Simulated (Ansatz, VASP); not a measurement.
## MgSn2N2: VASP beside Ansatz

INCAR

```
SYSTEM = MgSn2N2
ALGO = Normal
EDIFF = 1E-6
ENCUT = 520
GGA = PE
ISIF = 2
ISMEAR = 0
LASPH = .True.
LCHARG = .True.
LELF = .True.
LREAL = .False.
LVHAR = .True.
LWAVE = .False.
NBANDS = 28
NELM = 60
PREC = Accurate
SIGMA = 0.1
```

The input KPOINTS:

```
k-points
0
Gamma
  6 6 4
  0 0 0
```

Contents of POSCAR:

```
MgSn2N2
1.0
    4.1963125000      0.0000000000      0.0000000000
   -2.0981562500      3.6341132300      0.0000000000
    0.0000000000      0.0000000000      6.6206929800
Mg Sn N
1 2 2
Direct
    0.0000000000      0.0000000000      0.0000000000
    0.6666666700      0.3333333300      0.7393728500
    0.3333333300      0.6666666700      0.2606271500
    0.6666666700      0.3333333300      0.3564681700
    0.3333333300      0.6666666700      0.6435318300
```

Input for Ansatz:

```yaml
crystal:
  lattice:
    - [4.1963125, 0.0, 0.0]
    - [-2.09815625, 3.63411323, 0.0]
    - [0.0, 0.0, 6.62069298]
  atoms:
    - { symbol: Mg, position: [0.0, 0.0, 0.0] }
    - { symbol: Sn, position: [0.66666667, 0.33333333, 0.73937285] }
    - { symbol: Sn, position: [0.33333333, 0.66666667, 0.26062715] }
    - { symbol: "N", position: [0.66666667, 0.33333333, 0.35646817] }
    - { symbol: "N", position: [0.33333333, 0.66666667, 0.64353183] }
basis:
  ecutwfc: 420
kpoints:
  mp_grid: { grid: [6, 6, 4] }
hamiltonian:
  xc: pbe
scf:
  occupations: { method: gaussian, width: 0.1 }
  lower_state_search: "off"
output:
  forces: true
  stress: true
  eigenvalues: true
```

Change from the starting cell: species swapped into the TbAl2Ge2 type (P-3m1, No. 164).

Alike in both runs: task single point; functional PBE; k mesh 6 × 6 × 4; occupations gaussian, width 0.1 eV; no spin polarisation.

|  | VASP | Ansatz |
| --- | --- | --- |
| version | VASP 6.6.1 | Ansatz 0.2.0 |
| potentials or method | VASP PAW PBE potentials, release 64 (Mg, Sn_d, N), cutoff 520 eV | scalar-relativistic, plane waves, PAW |
| valence electrons in the cell | 40 | 48 |

VASP gave:

```
gap on the k mesh at the Fermi level (eV)                     : none
pressure (GPa)                                                : -10.3
traceless stress, the component that is largest in VASP (GPa) : 1.08
rms of the force components (eV/Å)                            : 1.071
```

Problem. Which values does Ansatz return?

Solution. gap on the k mesh at the Fermi level (eV): none; pressure (GPa): -10.2; traceless stress, the component that is largest in VASP (GPa): 1.09; rms of the force components (eV/Å): 1.077.

Atom by atom the forces differ by 0.007 eV/Å (rms over components). A gap of «none» marks a metal or a gap that the smearing closes. VASP's potentials hold 40 valence electrons a cell and Ansatz's 48, so a difference there can come from the potentials and not from the codes.
